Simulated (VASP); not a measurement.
# SnO2 (I4_1/amd) in VASP: a series of runs, part 2 of 2

VASP 6.6.1. The steps go on from the part before.

## (3) Single point, r2SCAN

This run uses another cell than the first one, of 13.60 Å³/atom.

Input file POSCAR:

```
SnO2
1.0
   -1.9995434661      1.9995434661      5.1020851634
    1.9995434661     -1.9995434661      5.1020851634
    1.9995434661      1.9995434661     -5.1020851634
Sn O
2 4
Direct
    0.7500000000      0.2500000000      0.5000000000
    0.0000000000      0.0000000000      0.0000000000
    0.7963663283      0.7963663283      0.0000000000
    0.9536336717      0.4536336717      0.5000000000
    0.2036336717      0.2036336717      0.0000000000
    0.5463663283      0.0463663283      0.5000000000
```

Input file INCAR.step1:

```
SYSTEM = SnO2
ALGO     = Normal         ! electronic algorithm
EDIFF    = 1E-4           ! SCF threshold, eV
ENCUT    = 520            ! plane-wave cutoff, eV
GGA      = PE             ! functional
ISMEAR   = 0              ! smearing method
LASPH    = .True.         ! aspherical terms in the spheres
LCHARG   = .False.        ! write CHGCAR
LREAL    = .False.        ! projectors in reciprocal space
LWAVE    = .True.         ! write WAVECAR
NBANDS   = 35             ! bands
NELM     = 80             ! most SCF steps
PREC     = Accurate       ! precision mode
SIGMA    = 0.02           ! smearing width, eV
```

Input file INCAR.step2:

```
SYSTEM = SnO2
ALGO     = Normal         ! electronic algorithm
EDIFF    = 1E-6           ! SCF threshold, eV
ENCUT    = 520            ! plane-wave cutoff, eV
ISIF     = 2              ! what is computed and relaxed
ISMEAR   = 0              ! smearing method
ISTART   = 1            
LASPH    = .True.         ! aspherical terms in the spheres
LCHARG   = .False.        ! write CHGCAR
LMIXTAU  = .True.       
LREAL    = .False.        ! projectors in reciprocal space
LWAVE    = .False.        ! write WAVECAR
METAGGA  = R2SCAN         ! meta-GGA
NBANDS   = 35             ! bands
NELM     = 80             ! most SCF steps
PREC     = Accurate       ! precision mode
SIGMA    = 0.02           ! smearing width, eV
```

Input file KPOINTS:

```
k-points
0
Gamma
  10 10 10
  0 0 0
```

Potentials or basis: VASP PAW PBE potentials, release 64 (Sn_d, O).

The run is started by

```console
> cat potpaw_PBE.64/Sn_d/POTCAR potpaw_PBE.64/O/POTCAR > POTCAR
> cp INCAR.step1 INCAR
> mpirun -np 1 vasp_std > vasp.out
> cp INCAR.step2 INCAR
> mpirun -np 1 vasp_std > vasp.out
```

OUTCAR:

```text
SYSTEM = SnO2
   EDIFF = 1E-6
   ENCUT = 520
   ISIF = 2
   ISMEAR = 0
   ISTART = 1
   LASPH = .True.
   LREAL = .False.
   METAGGA = R2SCAN
   NELM = 80
   PREC = Accurate

 ion  position               nearest neighbor table
   1  0.750  0.250  0.500-   3 2.05   5 2.05   3 2.05   5 2.05   4 2.08   6 2.08   2 3.24   2 3.24
                             2 3.24   2 3.24
   2  0.000  0.000  0.000-   6 2.05   4 2.05   6 2.05   4 2.05   3 2.08   5 2.08   1 3.24   1 3.24
                             1 3.24   1 3.24
   3  0.796  0.796  0.000-   1 2.05   1 2.05   2 2.08
   4  0.954  0.454  0.500-   2 2.05   2 2.05   1 2.08
[... 1125 lines left out ...]
  Total        0.4433778      0.4433778      0.6620791      0.0000000     -0.0000000      0.0000000
  in kB        8.7059293      8.7059293     13.0002305      0.0000000     -0.0000000      0.0000000
  external PRESSURE =      10.1373630 kB  Pullay stress =       0.0000000 kB

 VOLUME and BASIS-vectors are now :
 -----------------------------------------------------------------------------
  energy-cutoff  :      520.00
  volume of cell :       81.60
      direct lattice vectors                 reciprocal lattice vectors
    -1.999543466  1.999543466  5.102085163     0.000000000  0.250057080  0.097999148
     1.999543466 -1.999543466  5.102085163     0.250057080  0.000000000  0.097999148
     1.999543466  1.999543466 -5.102085163     0.250057080  0.250057080  0.000000000

 POSITION                                       TOTAL-FORCE (eV/Angst)
 -----------------------------------------------------------------------------------
      0.00000      1.99954      2.55104         0.000000      0.000000     -0.000000
      0.00000      0.00000      0.00000         0.000000      0.000000     -0.000000
      0.00000      0.00000      8.12626         0.000000      0.000000     -0.043748
      0.00000      1.99954      4.62896         0.000000      0.000000      0.043748
      0.00000      0.00000      2.07791        -0.000000     -0.000000      0.043748
     -0.00000      1.99954      0.47313        -0.000000     -0.000000     -0.043748
 -----------------------------------------------------------------------------------
    total drift:                                0.000000      0.000000     -0.000000

  FREE ENERGIE OF THE ION-ELECTRON SYSTEM (eV)
  ---------------------------------------------------
  free  energy   TOTEN  =       -84.1061585562 eV

  energy  without entropy=      -84.1061585562  energy(sigma->0) =      -84.10615856
```

OSZICAR.step1:

```text
N       E                     dE             d eps       ncg     rms          rms(c)
DAV:   1     0.654365859931E+03    0.65437E+03   -0.25534E+04  7727   0.225E+03
DAV:   2     0.637703668655E+02   -0.59060E+03   -0.55640E+03  7772   0.611E+02
DAV:   3    -0.377411349014E+02   -0.10151E+03   -0.99697E+02  7718   0.212E+02
DAV:   4    -0.431787769376E+02   -0.54376E+01   -0.53953E+01  8962   0.537E+01
DAV:   5    -0.433227817036E+02   -0.14400E+00   -0.14378E+00  8645   0.921E+00    0.162E+01
DAV:   6    -0.367690250530E+02    0.65538E+01   -0.18819E+01 11519   0.668E+01    0.615E+00
DAV:   7    -0.369103825053E+02   -0.14136E+00   -0.23030E+00  7828   0.829E+00    0.328E+00
DAV:   8    -0.368933917993E+02    0.16991E-01   -0.21120E-01 10483   0.485E+00    0.793E-01
DAV:   9    -0.368840309601E+02    0.93608E-02   -0.53740E-02 11351   0.357E+00    0.146E-01
DAV:  10    -0.368850843040E+02   -0.10533E-02   -0.48728E-03  9509   0.654E-01    0.498E-02
DAV:  11    -0.368853001683E+02   -0.21586E-03   -0.44704E-04  8503   0.186E-01    0.166E-02
DAV:  12    -0.368853078233E+02   -0.76550E-05   -0.43177E-05  5214   0.458E-02
   1 F= -.36885308E+02 E0= -.36885308E+02  d E =-.192299E-33
```

Run time: 20 min. Hardware: 1 thread of Intel Xeon 6975P-C (Granite Rapids), shared host; peak memory 0.49 GiB.

What came out:

```
Free energy            : -84.1062 eV
Pressure               : 1.0 GPa
Largest force          : 0.044 eV/Å
Band gap on the k mesh : 2.36 eV (least direct gap 2.77 eV)
```

Forces on the atoms (eV/Å):
```
Sn   0.000  0.000  0.000
Sn   0.000  0.000  0.000
O    0.000  0.000 -0.044
O    0.000  0.000  0.044
O    0.000  0.000  0.044
O    0.000  0.000 -0.044
```

Caveat: the PAW data sets were made with another functional, which shifts forces and pressure a little; spin-orbit coupling is left out, which moves the levels of the heavy elements.
